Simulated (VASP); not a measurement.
NaH:

```
Na H
1.0
     0.00000    2.44000    2.44000
     2.44000    0.00000    2.44000
     2.44000    2.44000    0.00000
Na H
1 1
Direct
  0.00000 0.00000 0.00000
  0.50000 0.50000 0.50000
```

| Property | Result |
| --- | --- |
| Program | VASP 6.6.1 |
| Task | relaxation of cell and atoms |
| Functional | r2SCAN |
| Potentials or basis | VASP PAW PBE potentials, release 64 (Na_pv, H) |
| Cutoff | 600 eV |
| k mesh | 8 × 8 × 8 |
| Occupations | gaussian, width 0.02 eV |
| Spin | no spin polarisation |

At the start: pressure -1.3 GPa; volume 14.53 Å³/atom.

Question: Where does the relaxation end?

Answer: Over 6 steps the energy falls by 4.3 meV/atom and the volume is 13.62 Å³/atom (-6.3 %); space group Fm-3m (No. 225, to 0.05 Å).

The path:
| step | energy change (eV) | largest force (eV/Å) | pressure (GPa) | volume (Å³) |
| --- | --- | --- | --- | --- |
| 1 | 0.0000 | 0.0000 | -1.29 | 29.05 |
| 2 | -0.0036 | 0.0000 | -0.94 | 28.56 |
| 3 | -0.0058 | 0.0000 | -0.67 | 28.17 |
| 4 | -0.0083 | 0.0000 | -0.16 | 27.38 |
| 5 | -0.0085 | 0.0000 | 0.09 | 27.16 |
| 6 | -0.0085 | 0.0000 | 0.00 | 27.24 |

Final structure:
```cif
data_structure
_symmetry_space_group_name_H-M 'P 1'
_symmetry_Int_Tables_number 1
_cell_length_a 3.3772
_cell_length_b 3.3772
_cell_length_c 3.3772
_cell_angle_alpha 60.000
_cell_angle_beta 60.000
_cell_angle_gamma 60.000
_cell_volume 27.24
loop_
_atom_site_label
_atom_site_type_symbol
_atom_site_fract_x
_atom_site_fract_y
_atom_site_fract_z
_atom_site_occupancy
Na1 Na 0.00000 0.00000 0.00000 1
H1 H 0.50000 0.50000 0.50000 1
```

Caveat: the PAW data sets were made with another functional, which shifts forces and pressure a little.
